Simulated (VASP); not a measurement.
# C (Fd-3m) in VASP: a series of runs

Runs on C. Level: PBE. Tasks: electric field gradients, single point.

All numbers are computed with VASP 6.6.1; they aren't measurements. Logs are shortened: lines on timing, memory, paths and dates and some standing lists are left out, and cuts for length are marked.

## 1. The cell of the first run

Symmetry: Fd-3m, No. 227, cubic system. The conventional cell has a = 3.567 Å, b = 3.567 Å, c = 3.567 Å, α = 90.00°, β = 90.00°, γ = 90.00°. C (site symmetry -43m) has 4 C at 1.54 Å within 2.1 Å.

## 2. Electric field gradients, PBE

Contents of INCAR:

```
ALGO = Normal ; EDIFF = 1E-8
ENCUT = 520 ; GGA = PE
ISIF = 2 ; ISMEAR = -1
LASPH = True ; LCHARG = False
LEFG = True ; LREAL = False
LWAVE = False ; NBANDS = 11
NELM = 80 ; PREC = Accurate
SIGMA = 0.08
```

Contents of KPOINTS:

```
k-points
0
Gamma
  20 20 20
```

Contents of POSCAR:

```
C
1.0
    0.0000000000      1.7834000000      1.7834000000
    1.7834000000      0.0000000000      1.7834000000
    1.7834000000      1.7834000000      0.0000000000
C
2
Direct
    0.5000000000      0.5000000000      0.5000000000
    0.7500000000      0.7500000000      0.7500000000
```

Potentials or basis: VASP PAW PBE potentials, release 64 (C).

The run is started by

```console
$ cat potpaw_PBE.64/C/POTCAR > POTCAR
$ mpirun -np 1 vasp_std > vasp.out
```

OUTCAR:

```text
EDIFF = 1E-8
   ENCUT = 520
   GGA = PE
   ISIF = 2
   ISMEAR = -1
   LASPH = True
   LREAL = False
   NELM = 80
   PREC = Accurate

 ion  position               nearest neighbor table
   1  0.500  0.500  0.500-   2 1.54   2 1.54   2 1.54   2 1.54
   2  0.750  0.750  0.750-   1 1.54   1 1.54   1 1.54   1 1.54

  LATTYP: Found a face centered cubic cell.
 ALAT       =     3.5668000000

  Lattice vectors:

 A1 = (   0.0000000000,   1.7834000000,   1.7834000000)
 A2 = (   1.7834000000,   0.0000000000,   1.7834000000)
 A3 = (   1.7834000000,   1.7834000000,   0.0000000000)

Analysis of symmetry for initial positions (statically):
=====================================================================
 Subroutine PRICEL returns:
 Original cell was already a primitive cell.

 Routine SETGRP: Setting up the symmetry group for a
 face centered cubic supercell.

 Subroutine GETGRP returns: Found 48 space group operations
 (whereof 24 operations were pure point group operations)
 out of a pool of 48 trial point group operations.

The static configuration has the point symmetry T_d .
 The point group associated with its full space group is O_h .

Analysis of symmetry for dynamics (positions and initial velocities):
=====================================================================
 Subroutine PRICEL returns:
 Original cell was already a primitive cell.

 Routine SETGRP: Setting up the symmetry group for a
 face centered cubic supercell.

 Subroutine GETGRP returns: Found 48 space group operations
 (whereof 24 operations were pure point group operations)
 out of a pool of 48 trial point group operations.

The dynamic configuration has the point symmetry T_d .
 The point group associated with its full space group is O_h .

 Subroutine INISYM returns: Found 48 space group operations
 (whereof 24 operations are pure point group operations),
 and found     1 'primitive' translations

----------------------------------------------------------------------------------------

                                     Primitive cell

  volume of cell :      11.3443

  direct lattice vectors                    reciprocal lattice vectors
     0.000000000  1.783400000  1.783400000    -0.280363351  0.280363351  0.280363351
     1.783400000  0.000000000  1.783400000     0.280363351 -0.280363351  0.280363351
     1.783400000  1.783400000  0.000000000     0.280363351  0.280363351 -0.280363351

  length of vectors
     2.522108467  2.522108467  2.522108467     0.485603568  0.485603568  0.485603568

  position of ions in fractional coordinates (direct lattice)
     0.500000000  0.500000000  0.500000000
     0.750000000  0.750000000  0.750000000

  ion indices of the primitive-cell ions
   primitive index   ion index
                 1           1
                 2           2

----------------------------------------------------------------------------------------

 KPOINTS: k-points

Automatic generation of k-mesh.
 Grid dimensions read from file:
 generate k-points for:   20   20   20

 Generating k-lattice:

  Cartesian coordinates                     Fractional coordinates (reciprocal lattice)
    -0.014018168  0.014018168  0.014018168     0.050000000  0.000000000  0.000000000
     0.014018168 -0.014018168  0.014018168     0.000000000  0.050000000  0.000000000
     0.014018168  0.014018168 -0.014018168     0.000000000  0.000000000  0.050000000

  Length of vectors
     0.024280178  0.024280178  0.024280178

  Shift w.r.t. Gamma in fractional coordinates (k-lattice)
     0.000000000  0.000000000  0.000000000

 Subroutine IBZKPT returns following result:
 ===========================================

 Found    256 irreducible k-points:

 Following reciprocal coordinates:
            Coordinates               Weight
  0.000000  0.000000  0.000000      1.000000
  0.050000  0.000000  0.000000      8.000000
  0.100000  0.000000  0.000000      8.000000
  0.150000  0.000000  0.000000      8.000000
  0.200000  0.000000  0.000000      8.000000
  0.250000  0.000000  0.000000      8.000000
[... 16 lines left out ...]
 -0.400000  0.050000  0.000000     24.000000
 -0.350000  0.050000  0.000000     24.000000
 [... further k-points ...]
   k-points           NKPTS =    256   k-points in BZ     NKDIM =    256   number of bands    NBANDS=     11
   number of dos      NEDOS =    301   number of ions     NIONS =      2
   total plane-waves  NPLWV =   8000
   dimension x,y,z NGX =    20 NGY =   20 NGZ =   20
   dimension x,y,z NGXF=    40 NGYF=   40 NGZF=   40
   ions per type =               2
   NGX,Y,Z   is equivalent  to a cutoff of  13.18, 13.18, 13.18 a.u.
   NGXF,Y,Z  is equivalent  to a cutoff of  26.37, 26.37, 26.37 a.u.
 SYSTEM =  unknown system
   PREC   = accura    normal or accurate (medium, high low for compatibility)
   ISTART =      0    job   : 0-new  1-cont  2-samecut
   ICHARG =      2    charge: 1-file 2-atom 10-const
   ISPIN  =      1    spin polarized calculation?
   LNONCOLLINEAR =      F non collinear calculations
   LSORBIT =      F    spin-orbit coupling
   LASPH  =      T    aspherical Exc in radial PAW
   ENCUT  =  520.0 eV  38.22 Ry    6.18 a.u.   4.69  4.69  4.69*2*pi/ulx,y,z
   NELM   =     80;   NELMIN=  2; NELMDL= -5     # of ELM steps
   EDIFF  = 0.1E-07   stopping-criterion for ELM
   LREAL  =      F    real-space projection
   EDIFFG = 0.1E-06   stopping-criterion for IOM
   NSW    =      0    number of steps for IOM
   IBRION =     -1    ionic relax: 0-MD 1-quasi-New 2-CG
   NFREE  =      0    steps in history (QN), initial steepest desc. (CG)
   ISIF   =      2    stress and relaxation
   ISYM   =      2    0-nonsym 1-usesym 2-fastsym
   POTIM  = 0.5000    time-step for ionic-motion
   TEBEG  =    0.0;   TEEND  =   0.0 temperature during run
   PSTRESS=    0.0 pullay stress
   NELECT =       8.0000    total number of electrons
   NUPDOWN=      -1.0000    fix difference up-down
   EMIN   =  10.00;   EMAX   =-10.00  energy-range for DOS
   EFERMI =   0.00;   METHOD = LEGACY
   ISMEAR =    -1;   SIGMA  =   0.08  broadening in eV -4-tet -1-fermi 0-gaus
   EFERMI_NEDOS =   21; number of points for ismear=-14 and -15
   IALGO  =     38    algorithm
   IMIX   =      4    mixing-type and parameters
     AMIX     =   0.40;   BMIX     =  1.00
     AMIX_MAG =   1.60;   BMIX_MAG =  1.00
  volume/ion in A,a.u.               =       5.67        38.28
  Fermi-wavevector in a.u.,A,eV,Ry     =   1.457178  2.753668 28.890189  2.123369
  Thomas-Fermi vector in A             =   2.574010
   LORBIT       =      0    0 simple, 1 ext, 2 COOP (PROOUT), +10 PAW based schemes
   GGA     = PE    functional components
   LHFCALC =     F    Hartree Fock is set to
   AEXX    =    0.0000 exact exchange contribution
   IVDW    =     0    specifies the selected vdW correction
   LEPSILON=     F    determine dielectric tensor
   LRPA    =     F    only Hartree local field effects (RPA)
 non-spin polarized calculation
  energy-cutoff  :      520.00
  volume of cell :       11.34
 maximum number of plane-waves:       322
   NGX =  9   NGY =  9   NGZ =  9

 number of electron       7.9999999 magnetization

 Free energy of the ion-electron system (eV)
  ---------------------------------------------------
  ext. energy  EPLUGINS =         0.00000000
  ---------------------------------------------------
  free energy    TOTEN  =       -18.18526579 eV

  energy without entropy =      -18.18526579  energy(sigma->0) =      -18.18526579

 E-fermi :  11.1492     XC(G=0): -13.2506

 val. band max:        9.7293733142   @ k =   0.0000   0.0000   0.0000
 cond. band min:      13.8624290371   @ k =   0.3500   0.3500   0.0000
 fundamental gap:      4.1330557230
 Fermi energy:        11.1492042554

 k-point     1 :       0.0000    0.0000    0.0000
  band No.  band energies     occupation
      1     -11.7473      2.00000
      2       9.7294      2.00000
      3       9.7294      2.00000
      4       9.7294      2.00000
      5      15.3191      0.00000
      6      15.3191      0.00000
      7      15.3191      0.00000
      8      23.0602      0.00000
      9      29.0227      0.00000
     10      36.2632      0.00000
     11      36.2632      0.00000
[... 309 lines left out ...]
 k-point    24 :      -0.3500    0.0500    0.0000
  band No.  band energies     occupation
      1      -8.0652      2.00000
      2      -0.6408      2.00000
      3       6.7189      2.00000
      4       7.3812      2.00000
      5      18.0120      0.00000
      6      18.3131      0.00000
      7      18.6145      0.00000
      8      25.0328      0.00000
      9      30.8067      0.00000
     10      32.5954      0.00000
     11      34.1062      0.00000

 [... further k-points ...]

------------------------ aborting loop because EDIFF is reached ----------------------------------------

  FORCE on cell =-STRESS in cart. coord.  units (eV):
  Direction    XX          YY          ZZ          XY          YZ          ZX
  --------------------------------------------------------------------------------------
  -------------------------------------------------------------------------------------
  Total        0.1725151      0.1725151      0.1725151      0.0000000      0.0000000      0.0000000
  in kB       24.3647165     24.3647165     24.3647165      0.0000000      0.0000000      0.0000000
  external PRESSURE =      24.3647165 kB  Pullay stress =       0.0000000 kB

 VOLUME and BASIS-vectors are now :
 -----------------------------------------------------------------------------
  energy-cutoff  :      520.00
  volume of cell :       11.34
      direct lattice vectors                 reciprocal lattice vectors
     0.000000000  1.783400000  1.783400000    -0.280363351  0.280363351  0.280363351
     1.783400000  0.000000000  1.783400000     0.280363351 -0.280363351  0.280363351
     1.783400000  1.783400000  0.000000000     0.280363351  0.280363351 -0.280363351

 POSITION                                       TOTAL-FORCE (eV/Angst)
 -----------------------------------------------------------------------------------
      1.78340      1.78340      1.78340         0.000000      0.000000      0.000000
      2.67510      2.67510      2.67510        -0.000000     -0.000000     -0.000000
 -----------------------------------------------------------------------------------
    total drift:                                0.000000     -0.000000      0.000000

  FREE ENERGIE OF THE ION-ELECTRON SYSTEM (eV)
  ---------------------------------------------------
  free  energy   TOTEN  =       -18.1852657860 eV

  energy  without entropy=      -18.1852657859  energy(sigma->0) =      -18.18526579

 Electric field gradients (V/A^2)
---------------------------------------------------------------------
 ion       V_xx      V_yy      V_zz      V_xy      V_xz      V_yz
---------------------------------------------------------------------
   1      -0.000    -0.000    -0.000    -0.000    -0.000    -0.000
   2      -0.000    -0.000    -0.000    -0.000    -0.000    -0.000
---------------------------------------------------------------------

 Electric field gradients after diagonalization (V/A^2)
 (convention: |V_zz| > |V_xx| > |V_yy|)
----------------------------------------------------------------------
 ion       V_xx      V_yy      V_zz     asymmetry (V_yy - V_xx)/ V_zz
----------------------------------------------------------------------
   1       0.000     0.000    -0.000       0.000
   2       0.000     0.000    -0.000       0.000
----------------------------------------------------------------------

           NMR quadrupolar parameters

 Cq : quadrupolar parameter    Cq=e*Q*V_zz/h
 eta: asymmetry parameters     (V_yy - V_xx)/ V_zz
 Q  : nuclear electric quadrupole moment in mb (millibarn)
----------------------------------------------------------------------
 ion       Cq(MHz)       eta       Q (mb)
----------------------------------------------------------------------
   1      -0.000       0.000       1.000
   2      -0.000       0.000       1.000
----------------------------------------------------------------------
```

Run time: 65 s. Hardware: 1 thread of AMD EPYC 7R13, shared host; peak memory 0.11 GiB.

What came out:

```
Free energy                             : -18.1853 eV
Pressure                                : 2.4 GPa
Band gap on the k mesh                  : 4.13 eV (least direct gap 5.59 eV)
Largest electric field gradient by atom : zero within the noise of the run
```

A k mesh can miss the band edges.

## 3. Electric field gradients, PBE (5.81 Å³/atom)

This run uses another cell than the first one, of 5.81 Å³/atom.

Contents of INCAR:

```
SYSTEM = C
PREC = Accurate ; ENCUT = 520
EDIFF = 1E-8 ; ISMEAR = -1
SIGMA = 0.08 ; LREAL = .False.
LASPH = .True. ; NELM = 80
ALGO = Normal ; ISIF = 2
LWAVE = .False. ; LCHARG = .False.
GGA = PE ; LEFG = .True.
NBANDS = 11
```

Contents of KPOINTS:

```
Automatic mesh
0
Gamma
  20 20 20
  0 0 0
```

Contents of POSCAR:

```
C
1.0
    0.0000000000      1.7981395114      1.7981395114
    1.7981395114      0.0000000000      1.7981395114
    1.7981395114      1.7981395114      0.0000000000
C
2
Direct
    0.5000000000      0.5000000000      0.5000000000
    0.7500000000      0.7500000000      0.7500000000
```

Potentials or basis: VASP PAW PBE potentials, release 64 (C).

The run is started by

```console
$ cat potpaw_PBE.64/C/POTCAR > POTCAR
$ mpirun -np 1 vasp_std > vasp.out
```

OUTCAR:

```text
SYSTEM = C
   PREC = Accurate
   ENCUT = 520
   EDIFF = 1E-8
   ISMEAR = -1
   LREAL = .False.
   LASPH = .True.
   NELM = 80
   ISIF = 2
   GGA = PE

 ion  position               nearest neighbor table
   1  0.500  0.500  0.500-   2 1.56   2 1.56   2 1.56   2 1.56
   2  0.750  0.750  0.750-   1 1.56   1 1.56   1 1.56   1 1.56

  LATTYP: Found a face centered cubic cell.
 ALAT       =     3.5962790228

  Lattice vectors:

 A1 = (   0.0000000000,   1.7981395114,   1.7981395114)
 A2 = (   1.7981395114,   0.0000000000,   1.7981395114)
 A3 = (   1.7981395114,   1.7981395114,   0.0000000000)

Analysis of symmetry for initial positions (statically):
=====================================================================
 Subroutine PRICEL returns:
 Original cell was already a primitive cell.

 Routine SETGRP: Setting up the symmetry group for a
 face centered cubic supercell.

 Subroutine GETGRP returns: Found 48 space group operations
 (whereof 24 operations were pure point group operations)
 out of a pool of 48 trial point group operations.

The static configuration has the point symmetry T_d .
 The point group associated with its full space group is O_h .

Analysis of symmetry for dynamics (positions and initial velocities):
=====================================================================
 Subroutine PRICEL returns:
 Original cell was already a primitive cell.

 Routine SETGRP: Setting up the symmetry group for a
 face centered cubic supercell.

 Subroutine GETGRP returns: Found 48 space group operations
 (whereof 24 operations were pure point group operations)
 out of a pool of 48 trial point group operations.

[... 481 lines left out ...]
      3       6.4318      2.00000
      4       7.0804      2.00000
      5      17.5471      0.00000
      6      17.8143      0.00000
      7      17.9859      0.00000
      8      24.3895      0.00000
      9      30.1125      0.00000
     10      32.0068      0.00000
     11      33.3746      0.00000

 [... further k-points ...]

------------------------ aborting loop because EDIFF is reached ----------------------------------------

  FORCE on cell =-STRESS in cart. coord.  units (eV):
  Direction    XX          YY          ZZ          XY          YZ          ZX
  --------------------------------------------------------------------------------------
  -------------------------------------------------------------------------------------
  Total       -0.5825440     -0.5825440     -0.5825440      0.0000000      0.0000000     -0.0000000
  in kB      -80.2673885    -80.2673885    -80.2673885      0.0000000      0.0000000     -0.0000000
  external PRESSURE =     -80.2673885 kB  Pullay stress =       0.0000000 kB

 VOLUME and BASIS-vectors are now :
 -----------------------------------------------------------------------------
  energy-cutoff  :      520.00
  volume of cell :       11.63
      direct lattice vectors                 reciprocal lattice vectors
     0.000000000  1.798139511  1.798139511    -0.278065187  0.278065187  0.278065187
     1.798139511  0.000000000  1.798139511     0.278065187 -0.278065187  0.278065187
     1.798139511  1.798139511  0.000000000     0.278065187  0.278065187 -0.278065187

 POSITION                                       TOTAL-FORCE (eV/Angst)
 -----------------------------------------------------------------------------------
      1.79814      1.79814      1.79814        -0.000000     -0.000000     -0.000000
      2.69721      2.69721      2.69721         0.000000      0.000000      0.000000
 -----------------------------------------------------------------------------------
    total drift:                                0.000000     -0.000000      0.000000

  FREE ENERGIE OF THE ION-ELECTRON SYSTEM (eV)
  ---------------------------------------------------
  free  energy   TOTEN  =       -18.1805439121 eV

  energy  without entropy=      -18.1805439121  energy(sigma->0) =      -18.18054391

 Electric field gradients (V/A^2)
---------------------------------------------------------------------
 ion       V_xx      V_yy      V_zz      V_xy      V_xz      V_yz
---------------------------------------------------------------------
   1      -0.000     0.000     0.000     0.000     0.000     0.000
   2      -0.000     0.000     0.000     0.000     0.000     0.000
---------------------------------------------------------------------

 Electric field gradients after diagonalization (V/A^2)
 (convention: |V_zz| > |V_xx| > |V_yy|)
----------------------------------------------------------------------
 ion       V_xx      V_yy      V_zz     asymmetry (V_yy - V_xx)/ V_zz
----------------------------------------------------------------------
   1      -0.000    -0.000     0.000       0.000
   2      -0.000    -0.000     0.000       0.000
----------------------------------------------------------------------

           NMR quadrupolar parameters

 Cq : quadrupolar parameter    Cq=e*Q*V_zz/h
 eta: asymmetry parameters     (V_yy - V_xx)/ V_zz
 Q  : nuclear electric quadrupole moment in mb (millibarn)
----------------------------------------------------------------------
 ion       Cq(MHz)       eta       Q (mb)
----------------------------------------------------------------------
   1       0.000       0.000       1.000
   2       0.000       0.000       1.000
----------------------------------------------------------------------
```

OSZICAR:

```text
N       E                     dE             d eps       ncg     rms          rms(c)
DAV:   1     0.787045643955E+00    0.78705E+00   -0.47391E+03  6000   0.697E+02
DAV:   2    -0.184178742451E+02   -0.19205E+02   -0.18516E+02  7241   0.127E+02
DAV:   3    -0.187718113684E+02   -0.35394E+00   -0.35306E+00  6615   0.130E+01
DAV:   4    -0.187723833308E+02   -0.57196E-03   -0.57195E-03  6092   0.653E-01
DAV:   5    -0.187723840377E+02   -0.70690E-06   -0.70687E-06  6413   0.213E-02    0.538E+00
DAV:   6    -0.183282655053E+02    0.44412E+00   -0.23179E-01  5788   0.337E+00    0.321E+00
DAV:   7    -0.181787262128E+02    0.14954E+00   -0.28640E-01  6055   0.379E+00    0.719E-01
DAV:   8    -0.181804801208E+02   -0.17539E-02   -0.81832E-03  5863   0.670E-01    0.428E-02
DAV:   9    -0.181805233220E+02   -0.43201E-04   -0.62110E-05  6850   0.634E-02    0.241E-02
DAV:  10    -0.181805438977E+02   -0.20576E-04   -0.15914E-05  6021   0.347E-02    0.529E-03
DAV:  11    -0.181805439599E+02   -0.62201E-07   -0.26016E-07  6892   0.455E-03    0.552E-04
DAV:  12    -0.181805439173E+02    0.42624E-07   -0.19470E-08  6104   0.136E-03    0.322E-04
DAV:  13    -0.181805439121E+02    0.51883E-08   -0.95706E-10  3236   0.249E-04
   1 F= -.18180544E+02 E0= -.18180544E+02  d E =-.811105E-10
```

stdout:

```text
POSCAR found type information on POSCAR C
 POSCAR found :  1 types and       2 ions
 scaLAPACK will be used
 LDA part: xc-table for (Slater+PW92), standard interpolation
 POSCAR, INCAR and KPOINTS ok, starting setup
 FFT: planning ... GRIDC
 FFT: planning ... GRID_SOFT
 FFT: planning ... GRID
 WAVECAR not read
 entering main loop
ion   1

ion   2
```

Wall time 60 s (1 thread of AMD EPYC 7R13, shared host); peak memory 0.11 GiB.

What came out:

| Item | Value |
| --- | --- |
| Free energy | -18.1805 eV |
| Pressure | -8.0 GPa |
| Band gap on the k mesh | 4.08 eV (least direct gap 5.52 eV) |
| Largest electric field gradient by atom | zero within the noise of the run |

Caveat: the cell stands under tension.

(Part 1 of 2 ends here.)
